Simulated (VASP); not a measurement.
# Mg2Al (Fm-3m) in VASP: further runs

The runs below take Mg2Al through single point, relaxation of cell and atoms, with PBE.

Program: VASP 6.6.1. These are calculated values, not measurements. Logs are shortened: lines on timing, memory, paths and dates and some standing lists are left out, and cuts for length are marked.

## Step 1: The cell of the first run

Symmetry: Fm-3m, No. 225, cubic system. The conventional cell has a = 6.071 Å, b = 6.071 Å, c = 6.071 Å, α = 90.00°, β = 90.00°, γ = 90.00°. Within 3.5 Å of Mg (site symmetry -43m) lie 4 Al at 2.63 Å and 6 Mg at 3.04 Å. Within 3.5 Å of Al (site symmetry m-3m) lie 8 Mg at 2.63 Å.

## Step 2: Single point, PBE

File INCAR:

```
SYSTEM = Mg2Al
  PREC = Accurate
  ENCUT = 520
  EDIFF = 1E-7
  ISMEAR = 0
  SIGMA = 0.1
  LREAL = .False.
  LASPH = .True.
  NELM = 60
  ALGO = Normal
  ISIF = 2
  LWAVE = .False.
  LCHARG = .False.
  GGA = PE
  NBANDS = 10
```

File KPOINTS:

```
Automatic mesh
0
Gamma
  6 6 6
  0 0 0
```

File POSCAR:

```
Mg2Al
1.0
    0.0000000000      3.0354200700      3.0354200700
    3.0354200700      0.0000000000      3.0354200700
    3.0354200700      3.0354200700      0.0000000000
Mg Al
2 1
Direct
    0.2500000000      0.2500000000      0.2500000000
    0.7500000000      0.7500000000      0.7500000000
    0.0000000000      0.0000000000      0.0000000000
```

Potentials or basis: VASP PAW PBE potentials, release 64 (Mg, Al).

Run with:

```
$ cat potpaw_PBE.64/Mg/POTCAR potpaw_PBE.64/Al/POTCAR > POTCAR
$ mpirun -np 1 vasp_std > vasp.out
```

OUTCAR:

```text
SYSTEM = Mg2Al
   PREC = Accurate
   ENCUT = 520
   EDIFF = 1E-7
   ISMEAR = 0
   LREAL = .False.
   LASPH = .True.
   NELM = 60
   ISIF = 2
   GGA = PE

 ion  position               nearest neighbor table
   1  0.250  0.250  0.250-   3 2.63   3 2.63   3 2.63   3 2.63   2 3.04   2 3.04   2 3.04   2 3.04
                             2 3.04   2 3.04
   2  0.750  0.750  0.750-   3 2.63   3 2.63   3 2.63   3 2.63   1 3.04   1 3.04   1 3.04   1 3.04
                             1 3.04   1 3.04
   3  0.000  0.000  0.000-   2 2.63   2 2.63   2 2.63   1 2.63   2 2.63   1 2.63   1 2.63   1 2.63

  LATTYP: Found a face centered cubic cell.
 ALAT       =     6.0708401400

  Lattice vectors:

 A1 = (   0.0000000000,   3.0354200700,   3.0354200700)
 A2 = (   3.0354200700,   0.0000000000,   3.0354200700)
 A3 = (   3.0354200700,   3.0354200700,   0.0000000000)

Analysis of symmetry for initial positions (statically):
=====================================================================
 Subroutine PRICEL returns:
 Original cell was already a primitive cell.

 Routine SETGRP: Setting up the symmetry group for a
 face centered cubic supercell.

 Subroutine GETGRP returns: Found 48 space group operations
 (whereof 48 operations were pure point group operations)
 out of a pool of 48 trial point group operations.

The static configuration has the point symmetry O_h .

Analysis of symmetry for dynamics (positions and initial velocities):
=====================================================================
 Subroutine PRICEL returns:
 Original cell was already a primitive cell.

 Routine SETGRP: Setting up the symmetry group for a
 face centered cubic supercell.

 Subroutine GETGRP returns: Found 48 space group operations
 (whereof 48 operations were pure point group operations)
 out of a pool of 48 trial point group operations.

The dynamic configuration has the point symmetry O_h .

 Subroutine INISYM returns: Found 48 space group operations
 (whereof 48 operations are pure point group operations),
 and found     1 'primitive' translations

----------------------------------------------------------------------------------------

                                     Primitive cell

  volume of cell :      55.9354

  direct lattice vectors                    reciprocal lattice vectors
     0.000000000  3.035420070  3.035420070    -0.164721847  0.164721847  0.164721847
     3.035420070  0.000000000  3.035420070     0.164721847 -0.164721847  0.164721847
     3.035420070  3.035420070  0.000000000     0.164721847  0.164721847 -0.164721847

  length of vectors
     4.292732230  4.292732230  4.292732230     0.285306608  0.285306608  0.285306608

  position of ions in fractional coordinates (direct lattice)
     0.250000000  0.250000000  0.250000000
     0.750000000  0.750000000  0.750000000
     0.000000000  0.000000000  0.000000000

  ion indices of the primitive-cell ions
   primitive index   ion index
                 1           1
                 2           2
                 3           3

----------------------------------------------------------------------------------------

 KPOINTS: Automatic mesh

Automatic generation of k-mesh.
 Grid dimensions read from file:
 generate k-points for:    6    6    6

 Generating k-lattice:

  Cartesian coordinates                     Fractional coordinates (reciprocal lattice)
    -0.027453641  0.027453641  0.027453641     0.166666667  0.000000000  0.000000000
     0.027453641 -0.027453641  0.027453641     0.000000000  0.166666667  0.000000000
     0.027453641  0.027453641 -0.027453641     0.000000000  0.000000000  0.166666667

  Length of vectors
     0.047551101  0.047551101  0.047551101

  Shift w.r.t. Gamma in fractional coordinates (k-lattice)
     0.000000000  0.000000000  0.000000000

 Subroutine IBZKPT returns following result:
 ===========================================

 Found     16 irreducible k-points:

 Following reciprocal coordinates:
            Coordinates               Weight
  0.000000  0.000000  0.000000      1.000000
  0.166667  0.000000  0.000000      8.000000
  0.333333  0.000000  0.000000      8.000000
  0.500000  0.000000  0.000000      4.000000
  0.166667  0.166667  0.000000      6.000000
  0.333333  0.166667  0.000000     24.000000
[... 8 lines left out ...]
 -0.333333  0.333333  0.166667     24.000000
 -0.333333  0.500000  0.166667     12.000000
   k-points           NKPTS =     16   k-points in BZ     NKDIM =     16   number of bands    NBANDS=     10
   number of dos      NEDOS =    301   number of ions     NIONS =      3
   total plane-waves  NPLWV =  32768
   dimension x,y,z NGX =    32 NGY =   32 NGZ =   32
   dimension x,y,z NGXF=    64 NGYF=   64 NGZF=   64
   ions per type =               2   1
   NGX,Y,Z   is equivalent  to a cutoff of  12.39, 12.39, 12.39 a.u.
   NGXF,Y,Z  is equivalent  to a cutoff of  24.79, 24.79, 24.79 a.u.
 SYSTEM =  Mg2Al
   PREC   = accura    normal or accurate (medium, high low for compatibility)
   ISTART =      0    job   : 0-new  1-cont  2-samecut
   ICHARG =      2    charge: 1-file 2-atom 10-const
   ISPIN  =      1    spin polarized calculation?
   LNONCOLLINEAR =      F non collinear calculations
   LSORBIT =      F    spin-orbit coupling
   LASPH  =      T    aspherical Exc in radial PAW
   ENCUT  =  520.0 eV  38.22 Ry    6.18 a.u.   7.98  7.98  7.98*2*pi/ulx,y,z
   NELM   =     60;   NELMIN=  2; NELMDL= -5     # of ELM steps
   EDIFF  = 0.1E-06   stopping-criterion for ELM
   LREAL  =      F    real-space projection
   EDIFFG = 0.1E-05   stopping-criterion for IOM
   NSW    =      0    number of steps for IOM
   IBRION =     -1    ionic relax: 0-MD 1-quasi-New 2-CG
   NFREE  =      0    steps in history (QN), initial steepest desc. (CG)
   ISIF   =      2    stress and relaxation
   ISYM   =      2    0-nonsym 1-usesym 2-fastsym
   POTIM  = 0.5000    time-step for ionic-motion
   TEBEG  =    0.0;   TEEND  =   0.0 temperature during run
   PSTRESS=    0.0 pullay stress
   NELECT =       7.0000    total number of electrons
   NUPDOWN=      -1.0000    fix difference up-down
   EMIN   =  10.00;   EMAX   =-10.00  energy-range for DOS
   EFERMI =   0.00;   METHOD = LEGACY
   ISMEAR =     0;   SIGMA  =   0.10  broadening in eV -4-tet -1-fermi 0-gaus
   EFERMI_NEDOS =   21; number of points for ismear=-14 and -15
   IALGO  =     38    algorithm
   IMIX   =      4    mixing-type and parameters
     AMIX     =   0.40;   BMIX     =  1.00
     AMIX_MAG =   1.60;   BMIX_MAG =  1.00
  volume/ion in A,a.u.               =      18.65       125.82
  Fermi-wavevector in a.u.,A,eV,Ry     =   0.818865  1.547430  9.123238  0.670539
  Thomas-Fermi vector in A             =   1.929567
   LORBIT       =      0    0 simple, 1 ext, 2 COOP (PROOUT), +10 PAW based schemes
   GGA     = PE    functional components
   LHFCALC =     F    Hartree Fock is set to
   AEXX    =    0.0000 exact exchange contribution
   IVDW    =     0    specifies the selected vdW correction
   LEPSILON=     F    determine dielectric tensor
   LRPA    =     F    only Hartree local field effects (RPA)
 non-spin polarized calculation
 Gauss-broadening in eV      SIGMA  =   0.10
  energy-cutoff  :      520.00
  volume of cell :       55.94
 maximum number of plane-waves:      1524
   NGX = 15   NGY = 15   NGZ = 15

 number of electron       7.0000000 magnetization

 Free energy of the ion-electron system (eV)
  ---------------------------------------------------
  ext. energy  EPLUGINS =         0.00000000
  ---------------------------------------------------
  free energy    TOTEN  =        -5.57287460 eV

  energy without entropy =       -5.56229395  energy(sigma->0) =       -5.56758427

 E-fermi :   4.1413     XC(G=0):  -9.2138

 val. band max:        4.0955163034   @ k =   0.5000   0.1667   0.0000
 cond. band min:       4.5127565680   @ k =   0.1667   0.1667   0.0000
 fundamental gap:      0.4172402646
 Fermi energy:         4.1412898477

 k-point     1 :       0.0000    0.0000    0.0000
  band No.  band energies     occupation
      1      -4.2367      2.00000
      2       5.8320      0.00000
      3       5.8320      0.00000
      4       5.8320      0.00000
      5       7.1331      0.00000
      6       7.1331      0.00000
      7       7.1331      0.00000
      8       9.6704      0.00000
      9      10.2072      0.00000
     10      10.2072      0.00000

 k-point     2 :       0.1667    0.0000    0.0000
  band No.  band energies     occupation
      1      -3.9168      2.00000
      2       3.6925      2.00000
      3       5.3644      0.00000
      4       5.3644      0.00000
      5       7.5829      0.00000
      6       7.7676      0.00000
      7       7.7676      0.00000
      8       9.4347      0.00000
      9       9.4347      0.00000
     10      10.7515      0.00000

 k-point     3 :       0.3333    0.0000    0.0000
  band No.  band energies     occupation
      1      -2.9942      2.00000
      2       1.1302      2.00000
      3       4.9397      0.00000
      4       4.9397      0.00000
      5       7.3516      0.00000
      6       7.3516      0.00000
      7       7.3870      0.00000
      8      10.3094      0.00000
      9      10.7058      0.00000
     10      10.7058      0.00000

 k-point     4 :       0.5000    0.0000    0.0000
  band No.  band energies     occupation
      1      -2.0010      2.00000
      2      -0.4348      2.00000
      3       4.8161      0.00000
      4       4.8161      0.00000
      5       6.9773      0.00000
      6       6.9773      0.00000
      7       7.2974      0.00000
      8       9.9044      0.00000
      9      12.9912      0.00000
     10      12.9912      0.00000

 k-point     5 :       0.1667    0.1667    0.0000
  band No.  band energies     occupation
      1      -3.8097      2.00000
      2       4.5128      0.00000
      3       4.5271      0.00000
      4       4.5271      0.00000
      5       6.3697      0.00000
      6       7.6445      0.00000
      7       9.0061      0.00000
      8       9.0061      0.00000
      9      10.6502      0.00000
     10      11.4797      0.00000

 k-point     6 :       0.3333    0.1667    0.0000
  band No.  band energies     occupation
      1      -3.0823      2.00000
      2       2.1267      2.00000
      3       4.0459      1.82251
      4       4.0549      1.77824
      5       6.2790      0.00000
      6       7.6628      0.00000
      7       9.1183      0.00000
      8       9.3342      0.00000
      9      11.6294      0.00000
     10      12.1718      0.00000
[... 79 lines left out ...]
 k-point    13 :       0.5000    0.5000    0.0000
  band No.  band energies     occupation
      1      -1.0031      2.00000
      2       0.0553      2.00000
      3       3.0569      2.00000
      4       3.0569      2.00000
      5       4.8338      0.00000
      6       4.9551      0.00000
      7      13.7289      0.00000
      8      13.7289      0.00000
      9      13.8434      0.00000
     10      14.2059      0.00000

 k-point    14 :       0.5000    0.3333    0.1667
  band No.  band energies     occupation
      1      -2.1943      2.00000
      2       1.5321      2.00000
      3       2.1138      2.00000
      4       3.3657      2.00000
      5       7.2327      0.00000
      6       7.3576      0.00000
      7       8.5111      0.00000
      8      11.3257      0.00000
      9      11.9854      0.00000
     10      13.3503      0.00000

 k-point    15 :      -0.3333    0.3333    0.1667
  band No.  band energies     occupation
      1      -1.2749      2.00000
      2       0.3514      2.00000
      3       1.8525      2.00000
      4       2.8172      2.00000
      5       7.3019      0.00000
      6       7.8797      0.00000
      7       9.6637      0.00000
      8      10.2646      0.00000
      9      11.6427      0.00000
     10      13.8442      0.00000

 k-point    16 :      -0.3333    0.5000    0.1667
  band No.  band energies     occupation
      1      -0.8674      2.00000
      2       0.4815      2.00000
      3       1.7099      2.00000
      4       2.0752      2.00000
      5       6.8233      0.00000
      6       7.0255      0.00000
      7      10.3519      0.00000
      8      10.5469      0.00000
      9      13.7693      0.00000
     10      14.5083      0.00000

------------------------ aborting loop because EDIFF is reached ----------------------------------------

  FORCE on cell =-STRESS in cart. coord.  units (eV):
  Direction    XX          YY          ZZ          XY          YZ          ZX
  --------------------------------------------------------------------------------------
  -------------------------------------------------------------------------------------
  Total        6.3057259      6.3057259      6.3057259      0.0000000      0.0000000      0.0000000
  in kB      180.6172684    180.6172684    180.6172684      0.0000000      0.0000000      0.0000000
  external PRESSURE =     180.6172684 kB  Pullay stress =       0.0000000 kB

 VOLUME and BASIS-vectors are now :
 -----------------------------------------------------------------------------
  energy-cutoff  :      520.00
  volume of cell :       55.94
      direct lattice vectors                 reciprocal lattice vectors
     0.000000000  3.035420070  3.035420070    -0.164721847  0.164721847  0.164721847
     3.035420070  0.000000000  3.035420070     0.164721847 -0.164721847  0.164721847
     3.035420070  3.035420070  0.000000000     0.164721847  0.164721847 -0.164721847

 POSITION                                       TOTAL-FORCE (eV/Angst)
 -----------------------------------------------------------------------------------
      1.51771      1.51771      1.51771         0.000000      0.000000      0.000000
      4.55313      4.55313      4.55313        -0.000000     -0.000000     -0.000000
      0.00000      0.00000      0.00000         0.000000      0.000000      0.000000
 -----------------------------------------------------------------------------------
    total drift:                               -0.000000      0.000000     -0.000000

  FREE ENERGIE OF THE ION-ELECTRON SYSTEM (eV)
  ---------------------------------------------------
  free  energy   TOTEN  =        -5.5728745988 eV

  energy  without entropy=       -5.5622939495  energy(sigma->0) =       -5.56758427
```

Wall time 8.5 s (1 thread of Intel Xeon Platinum 8259CL at 2.50GHz (Skylake/Cascade Lake), shared host); peak memory 0.17 GiB.

Results:

```
Free energy : -5.5729 eV
Pressure    : 18.1 GPa
```

Levels at points of the mesh, in eV from the Fermi level:
```
           k point  band 1  band 2  band 3  band 4  band 5  band 6  band 7  band 8  band 9
(0.00, 0.00, 0.00)   -8.38    1.69    1.69    1.69    2.99    2.99    2.99    5.53    6.07
(0.50, 0.00, 0.00)   -6.14   -4.58    0.67    0.67    2.84    2.84    3.16    5.76    8.85
(0.50, 0.50, 0.00)   -5.14   -4.09   -1.08   -1.08    0.69    0.81    9.59    9.59    9.70
```

## Step 3: Single point, PBE

This run uses another cell than the first one, of 24.51 Å³/atom, 1.314 times its volume.

File INCAR:

```
ALGO = Normal
EDIFF = 1E-6
ENCUT = 520
GGA = PE
ISIF = 2
ISMEAR = 0
LASPH = True
LCHARG = True
LELF = True
LREAL = False
LVHAR = True
LWAVE = False
NBANDS = 10
NELM = 80
PREC = Accurate
SIGMA = 0.1
```

File KPOINTS:

```
k-points
0
Gamma
  6 6 6
```

File POSCAR:

```
Mg2Al
1.0
    0.0000000000      3.3250348071      3.3250348071
    3.3250348071      0.0000000000      3.3250348071
    3.3250348071      3.3250348071      0.0000000000
Mg Al
2 1
Direct
    0.2500000000      0.2500000000      0.2500000000
    0.7500000000      0.7500000000      0.7500000000
    0.0000000000      0.0000000000      0.0000000000
```

Potentials or basis: VASP PAW PBE potentials, release 64 (Mg, Al).

Run with:

```
$ cat potpaw_PBE.64/Mg/POTCAR potpaw_PBE.64/Al/POTCAR > POTCAR
$ mpirun -np 1 vasp_std > vasp.out
```

Wall time 12 s (1 thread of Intel Xeon Platinum 8259CL at 2.50GHz (Skylake/Cascade Lake), shared host); peak memory 0.2 GiB.

It converged, with:

| Quantity | Value |
| --- | --- |
| Free energy | -6.3564 eV |
| Pressure | -0.1 GPa |

Levels at points of the mesh, in eV from the Fermi level:
```tsv
k point	band 1	band 2	band 3	band 4	band 5	band 6	band 7	band 8	band 9
(0.00, 0.00, 0.00)	-7.23	1.44	1.44	1.44	2.54	2.54	2.54	3.73	5.38
(0.50, 0.00, 0.00)	-5.51	-3.84	0.52	0.52	1.95	2.63	2.63	4.95	7.92
(0.50, 0.50, 0.00)	-4.71	-3.57	-0.91	-0.91	0.35	0.91	8.11	8.11	8.43
```

(Part 1 of 2 ends here.)
